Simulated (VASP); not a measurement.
The system is WSe.

```xyz
2
Lattice="0.0000 2.7762 2.7762 2.7762 0.0000 2.7762 2.7762 2.7762 0.0000" Properties=species:S:1:pos:R:3 pbc="T T T"
W     0.0000    0.0000    0.0000
Se    2.7762    2.7762    2.7762
```

| Property | Result |
| --- | --- |
| Program | VASP 6.6.1 |
| Task | relaxation of cell and atoms |
| Functional | PBE |
| Potentials or basis | VASP PAW PBE potentials, release 64 (W_sv, Se) |
| Cutoff | 600 eV |
| k mesh | 6 × 6 × 6 |
| Occupations | gaussian, width 0.1 eV |
| Spin | collinear spin |
| Starting moments | [2.19, 0.0] μB |

At the start: pressure -10.1 GPa; volume 21.40 Å³/atom.

Question: How do energy, volume and symmetry change on relaxing?

Answer: Over 3 steps the energy falls by 149.5 meV/atom and the volume is 18.03 Å³/atom (-15.7 %); space group Fm-3m (No. 225, to 0.1 Å) before and after; moment 0.06 μB per cell.

Step by step:
```tsv
step	energy change (eV)	largest force (eV/Å)	pressure (GPa)	volume (Å³)
1	0.0000	0.0000	-10.10	42.79
2	-0.2846	0.0000	4.66	34.97
3	-0.2989	0.0000	-0.28	36.06
```

Final structure:
```
W Se
1.0
     0.00000    2.62224    2.62224
     2.62224    0.00000    2.62224
     2.62224    2.62224    0.00000
W Se
1 1
Direct
  0.00000 0.00000 0.00000
  0.50000 0.50000 0.50000
```

Caveat: the volume moved by over 15 % at a fixed basis, so the end points are rough.
